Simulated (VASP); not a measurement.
# Rb (Immm) in VASP: a series of runs

The runs below take Rb through single point, with LDA.

Program: VASP 6.6.1. These are calculated values, not measurements. Logs are shortened: lines on timing, memory, paths and dates and some standing lists are left out, and cuts for length are marked.

### 1 The cell of the first run

Symmetry: Immm, No. 71, orthorhombic system. Conventional cell: a = 5.462 Å, b = 5.687 Å, c = 6.131 Å, α = 90.00°, β = 90.00°, γ = 90.00°.

### 2 Single point, LDA (strain +0.0375 x Voigt [1, -1, 0, 0, 0, 0])

The input, INCAR:

```
ALGO = Normal
EDIFF = 1E-7
ENCUT = 520
ISIF = 2
ISMEAR = 0
LASPH = True
LCHARG = False
LREAL = False
LWAVE = False
NBANDS = 10
NELM = 100
PREC = Accurate
SIGMA = 0.15
```

The input, KPOINTS:

```
k-points
0
Gamma
  12 12 12
```

The input, POSCAR:

```
Rb
1.0
   -3.0653060563      2.8437176667      2.7308451955
    3.0653060563     -2.8437176667      2.7308451955
    3.0653060563      2.8437176667     -2.7308451955
Rb
1
Direct
    0.0000000000      0.0000000000      0.0000000000
```

Potentials or basis: VASP PAW LDA potentials, release 64 (Rb_sv).

Started as:

```sh
$ cat potpaw_LDA.64/Rb_sv/POTCAR > POTCAR
$ mpirun -np 1 vasp_std > vasp.out
```

OUTCAR:

```text
EDIFF = 1E-7
   ENCUT = 520
   ISIF = 2
   ISMEAR = 0
   LASPH = True
   LREAL = False
   NELM = 100
   PREC = Accurate

 ion  position               nearest neighbor table
   1  0.000  0.000  0.000-

  LATTYP: Found a body centered orthorhombic cell.
 ALAT       =     5.4616903910
 B/A-ratio  =     1.0413324312
 C/A-ratio  =     1.1224752181

  Lattice vectors:

 A1 = (  -3.0653060563,   2.8437176667,  -2.7308451955)
 A2 = (  -3.0653060563,  -2.8437176667,   2.7308451955)
 A3 = (   3.0653060563,   2.8437176667,   2.7308451955)

Analysis of symmetry for initial positions (statically):
=====================================================================
 Subroutine PRICEL returns:
 Original cell was already a primitive cell.

 Routine SETGRP: Setting up the symmetry group for a
 body centered orthorhombic supercell.

 Subroutine GETGRP returns: Found  8 space group operations
 (whereof  8 operations were pure point group operations)
 out of a pool of  8 trial point group operations.

The static configuration has the point symmetry D_2h.

Analysis of symmetry for dynamics (positions and initial velocities):
=====================================================================
 Subroutine PRICEL returns:
 Original cell was already a primitive cell.

 Routine SETGRP: Setting up the symmetry group for a
 body centered orthorhombic supercell.

 Subroutine GETGRP returns: Found  8 space group operations
 (whereof  8 operations were pure point group operations)
 out of a pool of  8 trial point group operations.

The dynamic configuration has the point symmetry D_2h.

 Subroutine INISYM returns: Found  8 space group operations
 (whereof  8 operations are pure point group operations),
 and found     1 'primitive' translations

----------------------------------------------------------------------------------------

                                     Primitive cell

  volume of cell :      95.2176

  direct lattice vectors                    reciprocal lattice vectors
    -3.065306056  2.843717667  2.730845196     0.000000000  0.175826175  0.183093498
     3.065306056 -2.843717667  2.730845196     0.163115849  0.000000000  0.183093498
     3.065306056  2.843717667 -2.730845196     0.163115849  0.175826175  0.000000000

  length of vectors
     4.994031124  4.994031124  4.994031124     0.253846554  0.245214211  0.239836661

  position of ions in fractional coordinates (direct lattice)
     0.000000000  0.000000000  0.000000000

  ion indices of the primitive-cell ions
   primitive index   ion index
                 1           1

----------------------------------------------------------------------------------------

 KPOINTS: k-points

Automatic generation of k-mesh.
 Grid dimensions read from file:
 generate k-points for:   12   12   12

 Generating k-lattice:

  Cartesian coordinates                     Fractional coordinates (reciprocal lattice)
     0.000000000  0.014652181  0.015257792     0.083333333  0.000000000  0.000000000
     0.013592987  0.000000000  0.015257792     0.000000000  0.083333333 -0.000000000
     0.013592987  0.014652181  0.000000000     0.000000000 -0.000000000  0.083333333

  Length of vectors
     0.021153879  0.020434518  0.019986388

  Shift w.r.t. Gamma in fractional coordinates (k-lattice)
     0.000000000  0.000000000  0.000000000

 Subroutine IBZKPT returns following result:
 ===========================================

 Found    280 irreducible k-points:

 Following reciprocal coordinates:
            Coordinates               Weight
  0.000000  0.000000  0.000000      1.000000
  0.083333  0.000000 -0.000000      4.000000
  0.166667  0.000000 -0.000000      4.000000
  0.250000  0.000000  0.000000      4.000000
  0.333333  0.000000 -0.000000      4.000000
  0.416667 -0.000000  0.000000      4.000000
[... 16 lines left out ...]
  0.250000  0.166667 -0.000000      8.000000
  0.333333  0.166667 -0.000000      8.000000
 [... further k-points ...]
   k-points           NKPTS =    280   k-points in BZ     NKDIM =    280   number of bands    NBANDS=     10
   number of dos      NEDOS =    301   number of ions     NIONS =      1
   total plane-waves  NPLWV =  64000
   dimension x,y,z NGX =    40 NGY =   40 NGZ =   40
   dimension x,y,z NGXF=    80 NGYF=   80 NGZF=   80
   ions per type =               1
   NGX,Y,Z   is equivalent  to a cutoff of  13.32, 13.32, 13.32 a.u.
   NGXF,Y,Z  is equivalent  to a cutoff of  26.63, 26.63, 26.63 a.u.
 SYSTEM =  unknown system
   PREC   = accura    normal or accurate (medium, high low for compatibility)
   ISTART =      0    job   : 0-new  1-cont  2-samecut
   ICHARG =      2    charge: 1-file 2-atom 10-const
   ISPIN  =      1    spin polarized calculation?
   LNONCOLLINEAR =      F non collinear calculations
   LSORBIT =      F    spin-orbit coupling
   LASPH  =      T    aspherical Exc in radial PAW
   ENCUT  =  520.0 eV  38.22 Ry    6.18 a.u.   9.29  9.29  9.29*2*pi/ulx,y,z
   NELM   =    100;   NELMIN=  2; NELMDL= -5     # of ELM steps
   EDIFF  = 0.1E-06   stopping-criterion for ELM
   LREAL  =      F    real-space projection
   EDIFFG = 0.1E-05   stopping-criterion for IOM
   NSW    =      0    number of steps for IOM
   IBRION =     -1    ionic relax: 0-MD 1-quasi-New 2-CG
   NFREE  =      0    steps in history (QN), initial steepest desc. (CG)
   ISIF   =      2    stress and relaxation
   ISYM   =      2    0-nonsym 1-usesym 2-fastsym
   POTIM  = 0.5000    time-step for ionic-motion
   TEBEG  =    0.0;   TEEND  =   0.0 temperature during run
   PSTRESS=    0.0 pullay stress
   NELECT =       9.0000    total number of electrons
   NUPDOWN=      -1.0000    fix difference up-down
   EMIN   =  10.00;   EMAX   =-10.00  energy-range for DOS
   EFERMI =   0.00;   METHOD = LEGACY
   ISMEAR =     0;   SIGMA  =   0.15  broadening in eV -4-tet -1-fermi 0-gaus
   EFERMI_NEDOS =   21; number of points for ismear=-14 and -15
   IALGO  =     38    algorithm
   IMIX   =      4    mixing-type and parameters
     AMIX     =   0.40;   BMIX     =  1.00
     AMIX_MAG =   1.60;   BMIX_MAG =  1.00
  volume/ion in A,a.u.               =      95.22       642.56
  Fermi-wavevector in a.u.,A,eV,Ry     =   0.745733  1.409231  7.566435  0.556117
  Thomas-Fermi vector in A             =   1.841389
   LORBIT       =      0    0 simple, 1 ext, 2 COOP (PROOUT), +10 PAW based schemes
   GGA     = CA    functional components
   LHFCALC =     F    Hartree Fock is set to
   AEXX    =    0.0000 exact exchange contribution
   IVDW    =     0    specifies the selected vdW correction
   LEPSILON=     F    determine dielectric tensor
   LRPA    =     F    only Hartree local field effects (RPA)
 non-spin polarized calculation
 Gauss-broadening in eV      SIGMA  =   0.15
  energy-cutoff  :      520.00
  volume of cell :       95.22
 maximum number of plane-waves:      2588
 NGX is ok and might be reduce to    40
   NGX = 19   NGY = 19   NGZ = 19

 number of electron       9.0000000 magnetization

 Free energy of the ion-electron system (eV)
  ---------------------------------------------------
  ext. energy  EPLUGINS =         0.00000000
  ---------------------------------------------------
  free energy    TOTEN  =        -1.03247288 eV

  energy without entropy =       -1.02136333  energy(sigma->0) =       -1.02691811

 E-fermi :  -0.3050     XC(G=0):  -5.5628

 val. band max:       -0.3338389016   @ k =   0.4167  -0.0833   0.0833
 cond. band min:      -0.3047161978   @ k =   0.5000   0.3333  -0.0000
 fundamental gap:      0.0291227038
 Fermi energy:        -0.3049529063

 k-point     1 :       0.0000    0.0000    0.0000
  band No.  band energies     occupation
      1     -29.1258      2.00000
      2     -13.2306      2.00000
      3     -13.2302      2.00000
      4     -13.2296      2.00000
      5      -2.2234      2.00000
      6       3.0141      0.00000
      7       3.2313      0.00000
      8       3.5544      0.00000
      9       3.8347      0.00000
     10       4.4891      0.00000

 k-point     2 :       0.0833    0.0000   -0.0000
  band No.  band energies     occupation
      1     -29.1255      2.00000
      2     -13.2358      2.00000
      3     -13.2323      2.00000
      4     -13.2305      2.00000
      5      -2.1386      2.00000
      6       2.9514      0.00000
      7       3.2290      0.00000
      8       3.4109      0.00000
      9       3.8291      0.00000
     10       4.3210      0.00000

 k-point     3 :       0.1667    0.0000   -0.0000
  band No.  band energies     occupation
      1     -29.1249      2.00000
      2     -13.2512      2.00000
      3     -13.2382      2.00000
      4     -13.2315      2.00000
      5      -1.8895      2.00000
      6       2.6932      0.00000
      7       2.9218      0.00000
      8       3.3924      0.00000
      9       3.8493      0.00000
     10       4.2356      0.00000

 k-point     4 :       0.2500    0.0000    0.0000
  band No.  band energies     occupation
      1     -29.1240      2.00000
      2     -13.2719      2.00000
      3     -13.2463      2.00000
      4     -13.2328      2.00000
      5      -1.4916      2.00000
      6       2.2932      0.00000
      7       2.3930      0.00000
      8       3.7038      0.00000
      9       3.9175      0.00000
     10       4.3032      0.00000
[... 222 lines left out ...]
 k-point    22 :       0.1667    0.1667   -0.0000
  band No.  band energies     occupation
      1     -29.1235      2.00000
      2     -13.2812      2.00000
      3     -13.2459      2.00000
      4     -13.2380      2.00000
      5      -1.2691      2.00000
      6       2.0212      0.00000
      7       2.3052      0.00000
      8       3.7217      0.00000
      9       3.8529      0.00000
     10       4.5681      0.00000

 k-point    23 :       0.2500    0.1667   -0.0000
  band No.  band energies     occupation
      1     -29.1227      2.00000
      2     -13.2947      2.00000
      3     -13.2557      2.00000
      4     -13.2401      2.00000
      5      -0.7546      1.99998
      6       1.6323      0.00000
      7       1.9294      0.00000
      8       3.7989      0.00000
      9       3.8881      0.00000
     10       4.7665      0.00000

 k-point    24 :       0.3333    0.1667   -0.0000
  band No.  band energies     occupation
      1     -29.1222      2.00000
      2     -13.3031      2.00000
      3     -13.2645      2.00000
      4     -13.2410      2.00000
      5      -0.1642      0.18458
      6       1.1171      0.00000
      7       1.7320      0.00000
      8       3.5453      0.00000
      9       4.1053      0.00000
     10       4.9197      0.00000

 [... further k-points ...]

------------------------ aborting loop because EDIFF is reached ----------------------------------------

  FORCE on cell =-STRESS in cart. coord.  units (eV):
  Direction    XX          YY          ZZ          XY          YZ          ZX
  --------------------------------------------------------------------------------------
  -------------------------------------------------------------------------------------
  Total       -0.2921453     -0.2985541     -0.2891891      0.0000000      0.0000000      0.0000000
  in kB       -4.9157763     -5.0236139     -4.8660335      0.0000000      0.0000000      0.0000000
  external PRESSURE =      -4.9351412 kB  Pullay stress =       0.0000000 kB

 VOLUME and BASIS-vectors are now :
 -----------------------------------------------------------------------------
  energy-cutoff  :      520.00
  volume of cell :       95.22
      direct lattice vectors                 reciprocal lattice vectors
    -3.065306056  2.843717667  2.730845196     0.000000000  0.175826175  0.183093498
     3.065306056 -2.843717667  2.730845196     0.163115849  0.000000000  0.183093498
     3.065306056  2.843717667 -2.730845196     0.163115849  0.175826175  0.000000000

 POSITION                                       TOTAL-FORCE (eV/Angst)
 -----------------------------------------------------------------------------------
      0.00000      0.00000      0.00000        -0.000000     -0.000000      0.000000
 -----------------------------------------------------------------------------------
    total drift:                               -0.000000      0.000000     -0.000000

  FREE ENERGIE OF THE ION-ELECTRON SYSTEM (eV)
  ---------------------------------------------------
  free  energy   TOTEN  =        -1.0324728844 eV

  energy  without entropy=       -1.0213633290  energy(sigma->0) =       -1.02691811
```

Wall time 78 s (1 thread of Intel Xeon 6975P-C (Granite Rapids), shared host); peak memory 0.37 GiB.

Results:

| Property | Result |
| --- | --- |
| Free energy | -1.0325 eV |
| Pressure | -0.5 GPa |

Levels at points of the mesh, in eV from the Fermi level:
```
           k point  band 2  band 3  band 4  band 5  band 6  band 7  band 8  band 9
(0.00, 0.00, 0.00)  -12.93  -12.93  -12.92   -1.92    3.32    3.54    3.86    4.14
(0.50, 0.00, 0.00)  -13.01  -12.96  -12.93    0.34    0.95    2.24    4.22    4.83
(0.00, 0.50, 0.00)  -13.01  -12.95  -12.93    0.21    0.80    2.59    3.95    5.12
(0.50, 0.50, 0.00)  -13.01  -12.95  -12.92    0.12    0.71    2.81    3.87    4.90
(0.50, 0.50, 0.50)  -13.00  -12.98  -12.98    1.17    1.43    2.57    3.25    3.65
```

Caveat: the cell differs from its parent crystal (strain +0.0375 x Voigt [1, -1, 0, 0, 0, 0]).

### 3 Single point, LDA (strain -0.1500 x Voigt [1, -1, 0, 0, 0, 0])

The input, INCAR:

```
PREC = Accurate
ENCUT = 520
EDIFF = 1E-7
ISMEAR = 0
SIGMA = 0.15
LREAL = False
LASPH = True
NELM = 100
ALGO = Normal
ISIF = 2
LWAVE = False
LCHARG = False
NBANDS = 10
```

The input, KPOINTS:

```
Automatic mesh
0
Gamma
  12 12 12
```

The input, POSCAR:

```
Rb
1.0
   -2.5113350823      3.3976886407      2.7308451955
    2.5113350823     -3.3976886407      2.7308451955
    2.5113350823      3.3976886407     -2.7308451955
Rb
1
Direct
    0.0000000000      0.0000000000      0.0000000000
```

Potentials or basis: VASP PAW LDA potentials, release 64 (Rb_sv).

Started as:

```sh
$ cat potpaw_LDA.64/Rb_sv/POTCAR > POTCAR
$ mpirun -np 1 vasp_std > vasp.out
```

It took 78 s on 1 thread of Intel Xeon 6975P-C (Granite Rapids), shared host; peak memory 0.36 GiB.

Results (log left out):

| Property | Result |
| --- | --- |
| Free energy | -1.0383 eV |
| Pressure | -0.4 GPa |

Stress tensor (GPa, compression positive):
```
-0.36  0.00  0.00
 0.00 -0.44  0.00
 0.00  0.00 -0.54
```

Levels at points of the mesh, in eV from the Fermi level:
```tsv
k point	band 3	band 4	band 5	band 6	band 7	band 8
(0.00, 0.00, 0.00)	-12.90	-12.90	-1.94	3.17	3.66	3.71
(0.50, 0.00, 0.00)	-12.92	-12.91	0.00	0.62	3.36	3.45
(0.00, 0.50, 0.00)	-12.94	-12.92	0.56	1.26	1.91	4.52
(0.50, 0.50, 0.00)	-12.92	-12.91	0.22	0.84	2.84	3.63
(0.50, 0.50, 0.50)	-12.95	-12.94	0.85	1.65	1.78	3.63
```

Caveat: the cell differs from its parent crystal (strain -0.1500 x Voigt [1, -1, 0, 0, 0, 0]).
